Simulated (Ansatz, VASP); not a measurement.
## Two plane-wave programs on O

```xyz
2
Lattice="0.0000 1.6963 3.5624 1.6854 0.0000 3.5624 1.6854 1.6963 0.0000" Properties=species:S:1:pos:R:3 pbc="T T T"
O     1.6854    1.6963    0.5760
O     1.6854    1.6963    6.5489
```

Change from the starting cell: volume 10.185 Å^3 an atom, stretch along c over the lengths across it, relative to the relaxed cell 0.9228.

Alike in both runs: task single point; functional LDA; k mesh 22 × 22 × 22; occupations gaussian, width 0.15 eV; no spin polarisation.

```csv
,VASP,Ansatz
version,VASP 6.6.1,Ansatz 0.2.0
potentials or method,"VASP PAW LDA potentials, release 64 (O), cutoff 520 eV","scalar-relativistic, plane waves, PAW"
valence electrons in the cell,12,12
```

Ansatz gave:

| Item | Value |
| --- | --- |
| gap on the k mesh at the Fermi level (eV) | none |
| pressure (GPa) | 6.8 |
| traceless stress, the component that is largest in VASP (GPa) | 28.78 |
| rms of the force components (eV/Å) | 2.216 |

Q: What did VASP give for the same quantities?

A: gap on the k mesh at the Fermi level (eV): none; pressure (GPa): 14.8; traceless stress, the component that is largest in VASP (GPa): 45.13; rms of the force components (eV/Å): 3.808.

LDA's correlation is that of Perdew and Zunger in VASP and of Perdew and Wang (1992) in Ansatz. Atom by atom the forces differ by 1.593 eV/Å (rms over components). A gap of «none» marks a metal or a gap that the smearing closes. One of these differences is far larger than is usual between the two programs; its cause wasn't traced.

Noted on VASP's run: the standard files for N, O and F lose accuracy on very short bonds; spin is off for a triplet molecule.
